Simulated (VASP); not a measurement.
# Si3N4 (I-43d) in VASP: relaxation of cell and atoms with r2SCAN

Aim: the relaxation of cell and atoms of Si3N4 with r2SCAN.

Everything below comes from runs of VASP 6.6.1. Logs are shortened: lines on timing, memory, paths and dates and some standing lists are left out, and cuts for length are marked.

## (1) The cell of the first run

Symmetry: I-43d, No. 220, cubic system. The conventional cell has a = 6.442 Å, b = 6.442 Å, c = 6.442 Å, α = 90.00°, β = 90.00°, γ = 90.00°. Si (site symmetry -4) has 4 N at 1.74 Å within 2.3 Å. Within 2.3 Å of N (site symmetry 3) lie 3 Si at 1.74 Å.

## (2) Relaxation of cell and atoms, r2SCAN

Input file POSCAR:

```
Si3N4
1.0
   -3.2209928867      3.2209928867      3.2209928867
    3.2209928867     -3.2209928867      3.2209928867
    3.2209928867      3.2209928867     -3.2209928867
Si N
6 8
Direct
    0.3750000000      0.2500000000      0.6250000000
    0.6250000000      0.3750000000      0.2500000000
    0.8750000000      0.1250000000      0.7500000000
    0.2500000000      0.6250000000      0.3750000000
    0.7500000000      0.8750000000      0.1250000000
    0.1250000000      0.7500000000      0.8750000000
    0.5000000000      0.0000000000      0.0623708567
    0.5623708567      0.5000000000      0.0000000000
    0.9376291433      0.9376291433      0.9376291433
    0.0000000000      0.5623708567      0.5000000000
    0.4376291433      0.4376291433      0.4376291433
    0.0000000000      0.0623708567      0.5000000000
    0.5000000000      0.0000000000      0.5623708567
    0.0623708567      0.5000000000      0.0000000000
```

Input file INCAR.step1:

```
SYSTEM = Si3N4
PREC = Accurate ; ENCUT = 600
ISMEAR = 0 ; SIGMA = 0.02
LREAL = .FALSE. ; LASPH = .TRUE.
NELM = 100 ; GGA = PE
ALGO = Normal ; EDIFF = 1E-4
LWAVE = .TRUE. ; LCHARG = .FALSE.
```

Input file INCAR.step2:

```
SYSTEM = Si3N4
PREC = Accurate ; ENCUT = 600
EDIFF = 1E-6 ; ISMEAR = 0
SIGMA = 0.02 ; LREAL = .FALSE.
LASPH = .TRUE. ; NELM = 100
ALGO = Normal ; ISIF = 3
LWAVE = .FALSE. ; LCHARG = .FALSE.
METAGGA = R2SCAN ; LMIXTAU = .TRUE.
IBRION = 2 ; NSW = 100
EDIFFG = -0.01 ; ISTART = 1
```

Input file KPOINTS:

```
Automatic mesh
0
G
  6 6 6
  0 0 0
```

Potentials or basis: VASP PAW PBE potentials, release 64 (Si, N).

Launch:

```sh
$ cat potpaw_PBE.64/Si/POTCAR potpaw_PBE.64/N/POTCAR > POTCAR
$ cp INCAR.step1 INCAR
$ mpirun -np 1 vasp_std > vasp.out
$ cp INCAR.step2 INCAR
$ mpirun -np 1 vasp_std > vasp.out
```

OUTCAR:

```text
SYSTEM = Si3N4
   PREC = Accurate
   ENCUT = 600
   EDIFF = 1E-6
   ISMEAR = 0
   LREAL = .FALSE.
   LASPH = .TRUE.
   NELM = 100
   ISIF = 3
   METAGGA = R2SCAN
   IBRION = 2
   NSW = 100
   EDIFFG = -0.01
   ISTART = 1

 ion  position               nearest neighbor table
   1  0.375  0.250  0.625-   8 1.74  11 1.74  12 1.74  13 1.74   4 3.01   5 3.01   2 3.01   2 3.01
                             3 3.01   4 3.01   3 3.01   5 3.01
   2  0.625  0.375  0.250-   7 1.74   8 1.74  10 1.74  11 1.74   6 3.01   4 3.01   6 3.01   1 3.01
                             4 3.01   1 3.01   5 3.01   5 3.01
   3  0.875  0.125  0.750-   9 1.74  12 1.74  13 1.74  14 1.74   4 3.01   6 3.01   4 3.01   1 3.01
                             5 3.01   5 3.01   1 3.01   6 3.01
   4  0.250  0.625  0.375-  10 1.74  11 1.74  14 1.74  13 1.74   3 3.01   1 3.01   1 3.01   2 3.01
                             6 3.01   6 3.01   3 3.01   2 3.01
   5  0.750  0.875  0.125-   7 1.74   8 1.74   9 1.74  12 1.74   6 3.01   1 3.01   3 3.01   2 3.01
                             3 3.01   2 3.01   1 3.01   6 3.01
   6  0.125  0.750  0.875-   9 1.74  10 1.74  14 1.74   7 1.74   2 3.01   5 3.01   3 3.01   4 3.01
                             5 3.01   4 3.01   3 3.01   2 3.01
   7  0.500  0.000  0.062-   2 1.74   5 1.74   6 1.74
   8  0.562  0.500  0.000-   1 1.74   2 1.74   5 1.74
   9  0.938  0.938  0.938-   3 1.74   5 1.74   6 1.74
  10  0.000  0.562  0.500-   2 1.74   4 1.74   6 1.74
  11  0.438  0.438  0.438-   1 1.74   2 1.74   4 1.74
  12  0.000  0.062  0.500-   1 1.74   3 1.74   5 1.74
  13  0.500  0.000  0.562-   1 1.74   3 1.74   4 1.74
  14  0.062  0.500  0.000-   3 1.74   4 1.74   6 1.74

  LATTYP: Found a body centered cubic cell.
 ALAT       =     6.4419857734

  Lattice vectors:

 A1 = (  -3.2209928867,   3.2209928867,   3.2209928867)
 A2 = (   3.2209928867,  -3.2209928867,   3.2209928867)
 A3 = (   3.2209928867,   3.2209928867,  -3.2209928867)

Analysis of symmetry for initial positions (statically):
=====================================================================
 Subroutine PRICEL returns:
 Original cell was already a primitive cell.

 Routine SETGRP: Setting up the symmetry group for a
 body centered cubic supercell.

 Subroutine GETGRP returns: Found 24 space group operations
 (whereof  3 operations were pure point group operations)
 out of a pool of 48 trial point group operations.

The static configuration has the point symmetry C_3 .
 The point group associated with its full space group is T_d .

Analysis of symmetry for dynamics (positions and initial velocities):
=====================================================================
 Subroutine PRICEL returns:
 Original cell was already a primitive cell.

 Routine SETGRP: Setting up the symmetry group for a
 body centered cubic supercell.

 Subroutine GETGRP returns: Found 24 space group operations
 (whereof  3 operations were pure point group operations)
 out of a pool of 48 trial point group operations.

The dynamic configuration has the point symmetry C_3 .
 The point group associated with its full space group is T_d .

 Subroutine INISYM returns: Found 24 space group operations
 (whereof  3 operations are pure point group operations),
 and found     1 'primitive' translations

----------------------------------------------------------------------------------------

                                     Primitive cell

  volume of cell :     133.6686

  direct lattice vectors                    reciprocal lattice vectors
    -3.220992887  3.220992887  3.220992887     0.000000000  0.155231637  0.155231637
     3.220992887 -3.220992887  3.220992887     0.155231637  0.000000000  0.155231637
     3.220992887  3.220992887 -3.220992887     0.155231637  0.155231637  0.000000000

  length of vectors
     5.578923331  5.578923331  5.578923331     0.219530687  0.219530687  0.219530687

  position of ions in fractional coordinates (direct lattice)
     0.375000000  0.250000000  0.625000000
     0.625000000  0.375000000  0.250000000
     0.875000000  0.125000000  0.750000000
     0.250000000  0.625000000  0.375000000
     0.750000000  0.875000000  0.125000000
[... 38 lines left out ...]
     0.000000000  0.025871940  0.025871940     0.166666667  0.000000000  0.000000000
     0.025871940  0.000000000  0.025871940     0.000000000  0.166666667  0.000000000
     0.025871940  0.025871940  0.000000000     0.000000000  0.000000000  0.166666667

  Length of vectors
     0.036588448  0.036588448  0.036588448

  Shift w.r.t. Gamma in fractional coordinates (k-lattice)
     0.000000000  0.000000000  0.000000000

 Subroutine IBZKPT returns following result:
 ===========================================

 Found     16 irreducible k-points:

 Following reciprocal coordinates:
            Coordinates               Weight
  0.000000  0.000000  0.000000      1.000000
  0.166667  0.000000  0.000000     12.000000
  0.333333  0.000000  0.000000     12.000000
  0.500000  0.000000  0.000000      6.000000
  0.166667  0.166667  0.000000     24.000000
  0.333333  0.166667  0.000000     48.000000
[... 8 lines left out ...]
  0.500000  0.500000  0.333333     12.000000
  0.500000  0.500000  0.500000      1.000000
   k-points           NKPTS =     16   k-points in BZ     NKDIM =     16   number of bands    NBANDS=     40
   number of dos      NEDOS =    301   number of ions     NIONS =     14
   total plane-waves  NPLWV = 110592
   dimension x,y,z NGX =    48 NGY =   48 NGZ =   48
   dimension x,y,z NGXF=    96 NGYF=   96 NGZF=   96
   ions per type =               6   8
   NGX,Y,Z   is equivalent  to a cutoff of  14.30, 14.30, 14.30 a.u.
   NGXF,Y,Z  is equivalent  to a cutoff of  28.61, 28.61, 28.61 a.u.
 SYSTEM =  Si3N4
   PREC   = accura    normal or accurate (medium, high low for compatibility)
   ISTART =      1    job   : 0-new  1-cont  2-samecut
   ICHARG =      0    charge: 1-file 2-atom 10-const
   ISPIN  =      1    spin polarized calculation?
   LNONCOLLINEAR =      F non collinear calculations
   LSORBIT =      F    spin-orbit coupling
   LASPH  =      T    aspherical Exc in radial PAW
   ENCUT  =  600.0 eV  44.10 Ry    6.64 a.u.  11.14 11.14 11.14*2*pi/ulx,y,z
   NELM   =    100;   NELMIN=  2; NELMDL=  0     # of ELM steps
   EDIFF  = 0.1E-05   stopping-criterion for ELM
   LREAL  =      F    real-space projection
   EDIFFG = -.1E-01   stopping-criterion for IOM
   NSW    =    100    number of steps for IOM
   IBRION =      2    ionic relax: 0-MD 1-quasi-New 2-CG
   NFREE  =      1    steps in history (QN), initial steepest desc. (CG)
   ISIF   =      3    stress and relaxation
   ISYM   =      2    0-nonsym 1-usesym 2-fastsym
   POTIM  = 0.5000    time-step for ionic-motion
   TEBEG  =    0.0;   TEEND  =   0.0 temperature during run
   PSTRESS=    0.0 pullay stress
   NELECT =      64.0000    total number of electrons
   NUPDOWN=      -1.0000    fix difference up-down
   EMIN   =  10.00;   EMAX   =-10.00  energy-range for DOS
   EFERMI =   0.00;   METHOD = LEGACY
   ISMEAR =     0;   SIGMA  =   0.02  broadening in eV -4-tet -1-fermi 0-gaus
   EFERMI_NEDOS =   21; number of points for ismear=-14 and -15
   IALGO  =     38    algorithm
   IMIX   =      4    mixing-type and parameters
     AMIX     =   0.40;   BMIX     =  1.00
     AMIX_MAG =   1.60;   BMIX_MAG =  1.00
  volume/ion in A,a.u.               =       9.55        64.43
  Fermi-wavevector in a.u.,A,eV,Ry     =   1.280732  2.420233 22.317302  1.640275
  Thomas-Fermi vector in A             =   2.413143
   LORBIT       =      0    0 simple, 1 ext, 2 COOP (PROOUT), +10 PAW based schemes
   METAGGA = R2SCAN    functional components
   LHFCALC =     F    Hartree Fock is set to
   AEXX    =    0.0000 exact exchange contribution
   IVDW    =     0    specifies the selected vdW correction
   LEPSILON=     F    determine dielectric tensor
   LRPA    =     F    only Hartree local field effects (RPA)
 conjugate gradient relaxation of ions
 non-spin polarized calculation
 Gauss-broadening in eV      SIGMA  =   0.02
  energy-cutoff  :      600.00
  volume of cell :      133.67
 maximum number of plane-waves:      4508
 NGX is ok and might be reduce to    48
   NGX = 23   NGY = 23   NGZ = 23

 number of electron      63.9999996 magnetization

 Free energy of the ion-electron system (eV)
  ---------------------------------------------------
  ext. energy  EPLUGINS =         0.00000000
  ---------------------------------------------------
  free energy    TOTEN  =      -142.77210258 eV

  energy without entropy =     -142.77210258  energy(sigma->0) =     -142.77210258

 E-fermi :   7.7855     XC(G=0): -12.0063

 val. band max:        7.6393703551   @ k =   0.3333   0.3333   0.0000
 cond. band min:      12.3948118148   @ k =  -0.1667   0.1667   0.1667
 fundamental gap:      4.7554414597
 Fermi energy:         7.7855202784

 k-point     1 :       0.0000    0.0000    0.0000
  band No.  band energies     occupation
      1     -11.5297      2.00000
      2      -8.5913      2.00000
      3      -8.5913      2.00000
      4      -8.5913      2.00000
      5      -8.0994      2.00000
      6      -8.0994      2.00000
[... 677 lines left out ...]
     39      17.1794      0.00000
     40      17.1794      0.00000

------------------------ aborting loop because EDIFF is reached ----------------------------------------

  FORCE on cell =-STRESS in cart. coord.  units (eV):
  Direction    XX          YY          ZZ          XY          YZ          ZX
  --------------------------------------------------------------------------------------
  -------------------------------------------------------------------------------------
  Total        0.0507342      0.0507342      0.0507342      0.0000000      0.0000000     -0.0000000
  in kB        0.6081095      0.6081095      0.6081095      0.0000000      0.0000000     -0.0000000
  external PRESSURE =       0.6081095 kB  Pullay stress =       0.0000000 kB

 VOLUME and BASIS-vectors are now :
 -----------------------------------------------------------------------------
  energy-cutoff  :      600.00
  volume of cell :      133.67
      direct lattice vectors                 reciprocal lattice vectors
    -3.220992887  3.220992887  3.220992887     0.000000000  0.155231637  0.155231637
     3.220992887 -3.220992887  3.220992887     0.155231637  0.000000000  0.155231637
     3.220992887  3.220992887 -3.220992887     0.155231637  0.155231637  0.000000000

 POSITION                                       TOTAL-FORCE (eV/Angst)
 -----------------------------------------------------------------------------------
      1.61050      2.41574      0.00000         0.000000     -0.000000     -0.000000
     -0.00000      1.61050      2.41574         0.000000     -0.000000     -0.000000
      0.00000      4.83149      0.80525         0.000000     -0.000000     -0.000000
      2.41574     -0.00000      1.61050         0.000000     -0.000000     -0.000000
      0.80525      0.00000      4.83149         0.000000     -0.000000     -0.000000
      4.83149      0.80525      0.00000         0.000000     -0.000000     -0.000000
     -1.40960      1.81139      1.40960         0.003588      0.003588     -0.003588
     -0.20090      0.20090      3.42189        -0.003588      0.003588      0.003588
      3.02010      3.02010      3.02010        -0.003588     -0.003588     -0.003588
      3.42189     -0.20090      0.20090         0.003588     -0.003588      0.003588
      1.40960      1.40960      1.40960        -0.003588     -0.003588     -0.003588
      1.81139      1.40960     -1.40960         0.003588     -0.003588      0.003588
      0.20090      3.42189     -0.20090         0.003588      0.003588     -0.003588
      1.40960     -1.40960      1.81139        -0.003588      0.003588      0.003588
 -----------------------------------------------------------------------------------
    total drift:                               -0.000001     -0.000001     -0.000001

  FREE ENERGIE OF THE ION-ELECTRON SYSTEM (eV)
  ---------------------------------------------------
  free  energy   TOTEN  =      -142.7721025757 eV

  energy  without entropy=     -142.7721025757  energy(sigma->0) =     -142.77210258

 reached required accuracy - stopping structural energy minimisation
```

Run time: 13 min. Hardware: 1 thread of Intel Xeon 8259CL, shared host; peak memory 0.39 GiB.

Results:

- Free energy: -142.7721 eV
- Pressure after relaxing: 0.1 GPa
- Largest force after relaxing: 0.006 eV/Å
- Band gap on the k mesh: 4.76 eV (least direct gap 4.93 eV)

Forces on the atoms (eV/Å):
```
Si   0.000  0.000  0.000
Si   0.000  0.000  0.000
Si   0.000  0.000  0.000
Si   0.000  0.000  0.000
Si   0.000  0.000  0.000
Si   0.000  0.000  0.000
N    0.004  0.004 -0.004
N   -0.004  0.004  0.004
N   -0.004 -0.004 -0.004
N    0.004 -0.004  0.004
N   -0.004 -0.004 -0.004
N    0.004 -0.004  0.004
N    0.004  0.004 -0.004
N   -0.004  0.004  0.004
```

Final structure:
```
CELL_PARAMETERS angstrom
-3.22099 3.22099 3.22099
3.22099 -3.22099 3.22099
3.22099 3.22099 -3.22099
ATOMIC_POSITIONS crystal
Si 0.37500 0.25000 0.62500
Si 0.62500 0.37500 0.25000
Si 0.87500 0.12500 0.75000
Si 0.25000 0.62500 0.37500
Si 0.75000 0.87500 0.12500
Si 0.12500 0.75000 0.87500
N 0.50000 0.00000 0.06237
N 0.56237 0.50000 0.00000
N 0.93763 0.93763 0.93763
N 0.00000 0.56237 0.50000
N 0.43763 0.43763 0.43763
N 0.00000 0.06237 0.50000
N 0.50000 0.00000 0.56237
N 0.06237 0.50000 0.00000
```

Caveat: the relaxation stopped at its first step, so nothing moved; the PAW data sets were made with another functional, which shifts forces and pressure a little.
